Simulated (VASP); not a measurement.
# Sb (P4/mmm) in VASP: a series of runs

Runs on Sb. Level: PBE. Tasks: single point.

All numbers are computed with VASP 6.6.1; they aren't measurements. Logs are shortened: lines on timing, memory, paths and dates and some standing lists are left out, and cuts for length are marked.

### 1 The cell of the first run

It takes space group P4/mmm (No. 123, tetragonal). Conventional cell: a = 3.336 Å, b = 3.336 Å, c = 2.836 Å, α = 90.00°, β = 90.00°, γ = 90.00°. Sb (site symmetry 4/mmm) has 6 Sb at 2.84 to 3.34 Å within 3.7 Å.

### 2 Single point, PBE

Input file INCAR:

```
SYSTEM = Sb
ALGO     = Normal         ! electronic algorithm
EDIFF    = 1E-6           ! SCF threshold, eV
ENCUT    = 520            ! plane-wave cutoff, eV
GGA      = PE             ! functional
ISIF     = 2              ! what is computed and relaxed
ISMEAR   = 0              ! smearing method
LASPH    = .True.         ! aspherical terms in the spheres
LCHARG   = .True.         ! write CHGCAR
LELF     = .True.         ! ELF
LREAL    = .False.        ! projectors in reciprocal space
LVHAR    = .True.       
LWAVE    = .False.        ! write WAVECAR
NBANDS   = 8              ! bands
NELM     = 60             ! most SCF steps
PREC     = Accurate       ! precision mode
SIGMA    = 0.15           ! smearing width, eV
```

Input file KPOINTS:

```
k-points
0
Gamma
  16 16 16
  0 0 0
```

Input file POSCAR:

```
Sb
1.0
    3.3359083267      0.0000000000      0.0000000000
    0.0000000000      3.3359083267      0.0000000000
    0.0000000000      0.0000000000      2.8355220777
Sb
1
Direct
    0.0000000000      0.0000000000      0.0000000000
```

Potentials or basis: VASP PAW PBE potentials, release 64 (Sb).

The run is started by

```console
$ cat potpaw_PBE.64/Sb/POTCAR > POTCAR
$ mpirun -np 1 vasp_std > vasp.out
```

OUTCAR:

```text
SYSTEM = Sb
   EDIFF = 1E-6
   ENCUT = 520
   GGA = PE
   ISIF = 2
   ISMEAR = 0
   LASPH = .True.
   LREAL = .False.
   NELM = 60
   PREC = Accurate

 ion  position               nearest neighbor table
   1  0.000  0.000  0.000-

  LATTYP: Found a simple tetragonal cell.
 ALAT       =     3.3359083267
 C/A-ratio  =     0.8500000000

  Lattice vectors:

 A1 = (   3.3359083267,   0.0000000000,   0.0000000000)
 A2 = (   0.0000000000,   3.3359083267,   0.0000000000)
 A3 = (   0.0000000000,   0.0000000000,   2.8355220777)

Analysis of symmetry for initial positions (statically):
=====================================================================
 Subroutine PRICEL returns:
 Original cell was already a primitive cell.

 Routine SETGRP: Setting up the symmetry group for a
 simple tetragonal supercell.

 Subroutine GETGRP returns: Found 16 space group operations
 (whereof 16 operations were pure point group operations)
 out of a pool of 16 trial point group operations.

The static configuration has the point symmetry D_4h.

Analysis of symmetry for dynamics (positions and initial velocities):
=====================================================================
 Subroutine PRICEL returns:
 Original cell was already a primitive cell.

 Routine SETGRP: Setting up the symmetry group for a
 simple tetragonal supercell.

 Subroutine GETGRP returns: Found 16 space group operations
 (whereof 16 operations were pure point group operations)
 out of a pool of 16 trial point group operations.

The dynamic configuration has the point symmetry D_4h.

 Subroutine INISYM returns: Found 16 space group operations
 (whereof 16 operations are pure point group operations),
 and found     1 'primitive' translations

----------------------------------------------------------------------------------------

                                     Primitive cell

  volume of cell :      31.5545

  direct lattice vectors                    reciprocal lattice vectors
     3.335908327  0.000000000  0.000000000     0.299768429  0.000000000  0.000000000
     0.000000000  3.335908327  0.000000000     0.000000000  0.299768429  0.000000000
     0.000000000  0.000000000  2.835522078     0.000000000  0.000000000  0.352668741

  length of vectors
     3.335908327  3.335908327  2.835522078     0.299768429  0.299768429  0.352668741

  position of ions in fractional coordinates (direct lattice)
     0.000000000  0.000000000  0.000000000

  ion indices of the primitive-cell ions
   primitive index   ion index
                 1           1

----------------------------------------------------------------------------------------

 KPOINTS: k-points

Automatic generation of k-mesh.
 Grid dimensions read from file:
 generate k-points for:   16   16   16

 Generating k-lattice:

  Cartesian coordinates                     Fractional coordinates (reciprocal lattice)
     0.018735527  0.000000000  0.000000000     0.062500000  0.000000000  0.000000000
     0.000000000  0.018735527  0.000000000     0.000000000  0.062500000  0.000000000
     0.000000000  0.000000000  0.022041796     0.000000000  0.000000000  0.062500000

  Length of vectors
     0.018735527  0.018735527  0.022041796

  Shift w.r.t. Gamma in fractional coordinates (k-lattice)
     0.000000000  0.000000000  0.000000000

 Subroutine IBZKPT returns following result:
 ===========================================

 Found    405 irreducible k-points:

 Following reciprocal coordinates:
            Coordinates               Weight
  0.000000  0.000000  0.000000      1.000000
  0.062500  0.000000  0.000000      4.000000
  0.125000  0.000000  0.000000      4.000000
  0.187500  0.000000  0.000000      4.000000
  0.250000  0.000000  0.000000      4.000000
  0.312500  0.000000  0.000000      4.000000
[... 16 lines left out ...]
  0.437500  0.125000  0.000000      8.000000
  0.500000  0.125000  0.000000      4.000000
 [... further k-points ...]
   k-points           NKPTS =    405   k-points in BZ     NKDIM =    405   number of bands    NBANDS=      8
   number of dos      NEDOS =    301   number of ions     NIONS =      1
   total plane-waves  NPLWV =  18816
   dimension x,y,z NGX =    28 NGY =   28 NGZ =   24
   dimension x,y,z NGXF=    56 NGYF=   56 NGZF=   48
   ions per type =               1
   NGX,Y,Z   is equivalent  to a cutoff of  13.95, 13.95, 14.07 a.u.
   NGXF,Y,Z  is equivalent  to a cutoff of  27.91, 27.91, 28.14 a.u.
 SYSTEM =  Sb
   PREC   = accura    normal or accurate (medium, high low for compatibility)
   ISTART =      0    job   : 0-new  1-cont  2-samecut
   ICHARG =      2    charge: 1-file 2-atom 10-const
   ISPIN  =      1    spin polarized calculation?
   LNONCOLLINEAR =      F non collinear calculations
   LSORBIT =      F    spin-orbit coupling
   LASPH  =      T    aspherical Exc in radial PAW
   ENCUT  =  520.0 eV  38.22 Ry    6.18 a.u.   6.20  6.20  5.27*2*pi/ulx,y,z
   NELM   =     60;   NELMIN=  2; NELMDL= -5     # of ELM steps
   EDIFF  = 0.1E-05   stopping-criterion for ELM
   LREAL  =      F    real-space projection
   EDIFFG = 0.1E-04   stopping-criterion for IOM
   NSW    =      0    number of steps for IOM
   IBRION =     -1    ionic relax: 0-MD 1-quasi-New 2-CG
   NFREE  =      0    steps in history (QN), initial steepest desc. (CG)
   ISIF   =      2    stress and relaxation
   ISYM   =      2    0-nonsym 1-usesym 2-fastsym
   POTIM  = 0.5000    time-step for ionic-motion
   TEBEG  =    0.0;   TEEND  =   0.0 temperature during run
   PSTRESS=    0.0 pullay stress
   NELECT =       5.0000    total number of electrons
   NUPDOWN=      -1.0000    fix difference up-down
   EMIN   =  10.00;   EMAX   =-10.00  energy-range for DOS
   EFERMI =   0.00;   METHOD = LEGACY
   ISMEAR =     0;   SIGMA  =   0.15  broadening in eV -4-tet -1-fermi 0-gaus
   EFERMI_NEDOS =   21; number of points for ismear=-14 and -15
   IALGO  =     38    algorithm
   IMIX   =      4    mixing-type and parameters
     AMIX     =   0.40;   BMIX     =  1.00
     AMIX_MAG =   1.60;   BMIX_MAG =  1.00
  volume/ion in A,a.u.               =      31.55       212.94
  Fermi-wavevector in a.u.,A,eV,Ry     =   0.885886  1.674081 10.677766  0.784794
  Thomas-Fermi vector in A             =   2.006979
   LORBIT       =      0    0 simple, 1 ext, 2 COOP (PROOUT), +10 PAW based schemes
   GGA     = PE    functional components
   LHFCALC =     F    Hartree Fock is set to
   AEXX    =    0.0000 exact exchange contribution
   IVDW    =     0    specifies the selected vdW correction
   LEPSILON=     F    determine dielectric tensor
   LRPA    =     F    only Hartree local field effects (RPA)
 non-spin polarized calculation
 Gauss-broadening in eV      SIGMA  =   0.15
  energy-cutoff  :      520.00
  volume of cell :       31.55
 maximum number of plane-waves:       884
 NGX is ok and might be reduce to    28

 number of electron       5.0000001 magnetization

 Free energy of the ion-electron system (eV)
  ---------------------------------------------------
  ext. energy  EPLUGINS =         0.00000000
  ---------------------------------------------------
  free energy    TOTEN  =        -3.88255344 eV

  energy without entropy =       -3.87704002  energy(sigma->0) =       -3.87979673

 E-fermi :   6.4318     XC(G=0):  -9.3571

 val. band max:        6.4292114796   @ k =   0.2500   0.0625   0.3750
 cond. band min:       6.4459748490   @ k =   0.3125   0.3125   0.3125
 fundamental gap:      0.0167633693
 Fermi energy:         6.4318088852

 k-point     1 :       0.0000    0.0000    0.0000
  band No.  band energies     occupation
      1      -5.7322      2.00000
      2       8.0682      0.00000
      3       8.0682      0.00000
      4      12.2261      0.00000
      5      12.3263      0.00000
      6      12.8280      0.00000
      7      16.8167      0.00000
      8      22.1719      0.00000

 k-point     2 :       0.0625    0.0000    0.0000
  band No.  band energies     occupation
      1      -5.6893      2.00000
      2       7.5201      0.00000
      3       8.1079      0.00000
      4      12.3143      0.00000
      5      12.8698      0.00000
      6      12.9057      0.00000
      7      16.8565      0.00000
      8      21.5069      0.00000

 k-point     3 :       0.1250    0.0000    0.0000
  band No.  band energies     occupation
      1      -5.5624      2.00000
      2       6.3853      1.33902
      3       8.2243      0.00000
      4      12.4426      0.00000
      5      12.9921      0.00000
      6      14.2582      0.00000
      7      16.9803      0.00000
      8      20.4669      0.00000

 k-point     4 :       0.1875    0.0000    0.0000
  band No.  band energies     occupation
      1      -5.3576      2.00000
      2       5.1441      2.00000
      3       8.4082      0.00000
      4      12.6506      0.00000
      5      13.1855      0.00000
      6      15.7912      0.00000
      7      17.2206      0.00000
      8      19.4374      0.00000

 k-point     5 :       0.2500    0.0000    0.0000
  band No.  band energies     occupation
      1      -5.0871      2.00000
      2       3.9611      2.00000
      3       8.6429      0.00000
      4      12.9367      0.00000
      5      13.4330      0.00000
      6      16.9256      0.00000
      7      17.8017      0.00000
      8      18.4871      0.00000
[... 177 lines left out ...]
 k-point    22 :       0.3750    0.1250    0.0000
  band No.  band energies     occupation
      1      -4.2905      2.00000
      2       2.2294      2.00000
      3       7.5643      0.00000
      4      14.0473      0.00000
      5      14.1316      0.00000
      6      15.6912      0.00000
      7      18.3195      0.00000
      8      20.2514      0.00000

 k-point    23 :       0.4375    0.1250    0.0000
  band No.  band energies     occupation
      1      -4.0444      2.00000
      2       1.6575      2.00000
      3       7.7766      0.00000
      4      13.6312      0.00000
      5      14.3233      0.00000
      6      15.8723      0.00000
      7      18.8284      0.00000
      8      19.7899      0.00000

 k-point    24 :       0.5000    0.1250    0.0000
  band No.  band energies     occupation
      1      -3.9483      2.00000
      2       1.4524      2.00000
      3       7.8574      0.00000
      4      13.4756      0.00000
      5      14.3948      0.00000
      6      15.9540      0.00000
      7      19.2080      0.00000
      8      19.4861      0.00000

 [... further k-points ...]
[... 5 lines left out ...]
  --------------------------------------------------------------------------------------
  -------------------------------------------------------------------------------------
  Total       -1.3100683     -1.3100683      2.9254219      0.0000000      0.0000000     -0.0000000
  in kB      -66.5186262    -66.5186262    148.5380923      0.0000000      0.0000000     -0.0000000
  external PRESSURE =       5.1669466 kB  Pullay stress =       0.0000000 kB

 VOLUME and BASIS-vectors are now :
 -----------------------------------------------------------------------------
  energy-cutoff  :      520.00
  volume of cell :       31.55
      direct lattice vectors                 reciprocal lattice vectors
     3.335908327  0.000000000  0.000000000     0.299768429  0.000000000  0.000000000
     0.000000000  3.335908327  0.000000000     0.000000000  0.299768429  0.000000000
     0.000000000  0.000000000  2.835522078     0.000000000  0.000000000  0.352668741

 POSITION                                       TOTAL-FORCE (eV/Angst)
 -----------------------------------------------------------------------------------
      0.00000      0.00000      0.00000         0.000000      0.000000      0.000000
 -----------------------------------------------------------------------------------
    total drift:                                0.000000      0.000000      0.000000

  FREE ENERGIE OF THE ION-ELECTRON SYSTEM (eV)
  ---------------------------------------------------
  free  energy   TOTEN  =        -3.8825534353 eV

  energy  without entropy=       -3.8770400167  energy(sigma->0) =       -3.87979673
```

Run time: 28 s. Hardware: 1 thread of Intel Xeon 6975P-C (Granite Rapids), shared host; peak memory 0.22 GiB.

What came out:

```yaml
Free_energy: -3.8826 eV
Pressure: 0.5 GPa
```

Caveat: spin-orbit coupling is left out, which moves the levels of the heavy elements.

### 3 Single point, PBE

This run uses another cell than the first one, of the same volume but with other edges.

Input file INCAR:

```
SYSTEM = Sb
  PREC = Accurate
  ENCUT = 520
  EDIFF = 1E-6
  ISMEAR = 0
  SIGMA = 0.15
  LREAL = .FALSE.
  LASPH = .TRUE.
  NELM = 60
  ALGO = Normal
  ISIF = 2
  LWAVE = .FALSE.
  LCHARG = .FALSE.
  GGA = PE
  NBANDS = 8
```

Input file KPOINTS:

```
Automatic mesh
0
G
  16 16 16
  0 0 0
```

Input file POSCAR:

```
Sb
1.0
    2.9736738513      0.0000000000      0.0000000000
    0.0000000000      2.9736738513      0.0000000000
    0.0000000000      0.0000000000      3.5684086215
Sb
1
Direct
    0.0000000000      0.0000000000      0.0000000000
```

Potentials or basis: VASP PAW PBE potentials, release 64 (Sb).

The run is started by

```console
$ cat potpaw_PBE.64/Sb/POTCAR > POTCAR
$ mpirun -np 1 vasp_std > vasp.out
```

Run time: 26 s. Hardware: 1 thread of Intel Xeon 6975P-C (Granite Rapids), shared host; peak memory 0.22 GiB.

The run converged. Its results:

- Free energy: -3.9100 eV
- Pressure: 0.6 GPa

Stress tensor (GPa, compression positive):
```
 4.85  0.00  0.00
 0.00  4.85  0.00
 0.00  0.00 -7.78
```

Levels at points of the mesh, in eV from the Fermi level:
| k point | band 1 | band 2 | band 3 | band 4 | band 5 | band 6 | band 7 |
| --- | --- | --- | --- | --- | --- | --- | --- |
| (0.00, 0.00, 0.00) | -12.20 | 0.31 | 4.63 | 4.70 | 4.70 | 7.99 | 9.60 |
| (0.50, 0.00, 0.00) | -9.19 | -5.50 | 2.74 | 7.24 | 7.94 | 8.68 | 8.72 |
| (0.50, 0.50, 0.00) | -5.88 | -3.12 | -3.12 | 2.65 | 5.18 | 11.19 | 11.19 |
| (0.00, 0.00, 0.50) | -11.14 | -4.93 | 5.59 | 5.59 | 8.98 | 11.50 | 12.29 |
| (0.50, 0.00, 0.50) | -8.06 | -4.55 | -2.30 | 2.42 | 8.15 | 13.00 | 13.20 |
| (0.50, 0.50, 0.50) | -4.58 | -2.27 | -2.27 | 0.22 | 4.10 | 5.56 | 5.56 |

Caveat: spin-orbit coupling is left out, which moves the levels of the heavy elements.

### 4 Single point, PBE

This run uses another cell than the first one, of the same volume but with other edges.

Input file INCAR:

```
SYSTEM = Sb
PREC = Accurate ; ENCUT = 520
EDIFF = 1E-6 ; ISMEAR = 0
SIGMA = 0.15 ; LREAL = .FALSE.
LASPH = .TRUE. ; NELM = 60
ALGO = Normal ; ISIF = 2
LWAVE = .FALSE. ; LCHARG = .FALSE.
GGA = PE ; NBANDS = 8
```

Input file KPOINTS:

```
regular mesh
0
G
  16 16 16
  0 0 0
```

Input file POSCAR:

```
Sb
1.0
    3.4328557011      0.0000000000      0.0000000000
    0.0000000000      3.4328557011      0.0000000000
    0.0000000000      0.0000000000      2.6776274468
Sb
1
Direct
    0.0000000000      0.0000000000      0.0000000000
```

The run is started by

```console
$ cat potpaw_PBE.64/Sb/POTCAR > POTCAR
$ mpirun -np 1 vasp_std > vasp.out
```

Wall time 25 s (1 thread of Intel Xeon 6975P-C (Granite Rapids), shared host); peak memory 0.21 GiB.

It converged, with:

```
Free energy : -3.5636 eV
Pressure    : 5.3 GPa
```

Stress tensor (GPa, compression positive):
```
-6.81  0.00  0.00
 0.00 -6.81  0.00
 0.00  0.00 29.51
```

Levels at points of the mesh, in eV from the Fermi level:
```
           k point  band 1  band 2  band 3  band 4  band 5  band 6
(0.00, 0.00, 0.00)  -12.37    0.86    0.86    5.08    5.46    8.53
(0.50, 0.00, 0.00)  -11.03   -5.15    1.96    7.11    9.26    9.39
(0.50, 0.50, 0.00)   -9.70   -3.82   -3.82    2.11   10.96   14.00
(0.00, 0.00, 0.50)   -7.50   -5.77    4.73    4.73    8.72    9.33
(0.50, 0.00, 0.50)   -5.93   -4.74   -1.28    2.95    5.87   10.83
(0.50, 0.50, 0.50)   -4.27   -3.81   -0.05   -0.05    4.71    4.71
```

Caveat: spin-orbit coupling is left out, which moves the levels of the heavy elements.

### 5 Summary

| cell | gap on the mesh (eV) | pressure (GPa) |
| --- | --- | --- |
| a = 3.336, b = 3.336, c = 2.836 Å, 1 atom | none | 0.5 |
| a = 2.974, b = 2.974, c = 3.568 Å, 1 atom | none | 0.6 |
| a = 3.433, b = 3.433, c = 2.678 Å, 1 atom | none | 5.3 |

Alike in all rows: task single point; level PBE; potentials or basis VASP PAW PBE potentials, release 64 (Sb); no spin polarisation; k mesh 16 × 16 × 16; cutoff (eV) 520; smearing gaussian 0.15 eV.

Caveats: spin-orbit coupling is left out, which moves the levels of the heavy elements.

Total energies depend on the potentials used, so only differences within one code and one set of settings carry meaning.
